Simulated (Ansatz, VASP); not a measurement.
Al: VASP beside Ansatz

Contents of INCAR:

```
PREC     = Accurate       # precision mode
ENCUT    = 520            # plane-wave cutoff, eV
EDIFF    = 1E-6           # SCF threshold, eV
ISMEAR   = -1             # smearing method
SIGMA    = 0.08           # smearing width, eV
LREAL    = False          # projectors in reciprocal space
LASPH    = True           # aspherical terms in the spheres
NELM     = 80             # most SCF steps
ALGO     = Normal         # electronic algorithm
ISIF     = 2              # what is computed and relaxed
LWAVE    = False          # write WAVECAR
LCHARG   = False          # write CHGCAR
GGA      = PE             # functional
NBANDS   = 14             # bands
```

Contents of KPOINTS:

```
Automatic mesh
0
Gamma
  14 14 4
```

File POSCAR:

```
Al
1.0
    2.3432214852      0.0000000000      0.0000000000
   -1.1716107426      2.0292893328      0.0000000000
    0.0000000000      0.0000000000      7.6569203089
Al
4
Direct
    0.0000000000      0.0000000000      0.0000000000
    0.0000000000      0.0000000000      0.5000000000
    0.3333333333      0.6666666667      0.2500000000
    0.6666666667      0.3333333333      0.7500000000
```

Input for Ansatz:

```yaml
crystal:
  lattice:
    - [2.3432214852, 0.0, 0.0]
    - [-1.1716107426, 2.0292893328, 0.0]
    - [0.0, 0.0, 7.6569203089]
  atoms:
    - { symbol: Al, position: [0.0, 0.0, 0.0] }
    - { symbol: Al, position: [0.0, 0.0, 0.5] }
    - { symbol: Al, position: [0.3333333333, 0.6666666667, 0.25] }
    - { symbol: Al, position: [0.6666666667, 0.3333333333, 0.75] }
kpoints:
  mp_grid: { grid: [14, 14, 4] }
scf:
  occupations: { method: fermi_dirac, width: 0.08 }
hamiltonian:
  xc: pbe
  pseudopotentials: { kind: all_electron, lapw: { basis_error: 0.001 } }
output:
  forces: true
  stress: true
  eigenvalues: true
  populations: true
```

Change from the starting cell: volume scaled by 0.55, LAPW.

Alike in both runs: task single point; functional PBE; k mesh 14 × 14 × 4; occupations fermi-dirac, width 0.08 eV; no spin polarisation.

|  | VASP | Ansatz |
| --- | --- | --- |
| version | VASP 6.6.1 | Ansatz 0.2.0 |
| potentials or method | VASP PAW PBE potentials, release 64 (Al), cutoff 520 eV | all-electron LAPW, scalar-relativistic |

Ansatz gave:

* pressure (GPa): 161.5
* traceless stress, the component that is largest in VASP (GPa): -0.01

Question: What did VASP give for the same quantities?

Answer: Pressure (GPa): 163.0; traceless stress, the component that is largest in VASP (GPa): -0.07.

Both programs put the cell under a high pressure, so it lies far from rest at this level. Ansatz ran all-electron here, and VASP with PAW potentials.

Noted on VASP's run: the cell as given lies far from equilibrium.
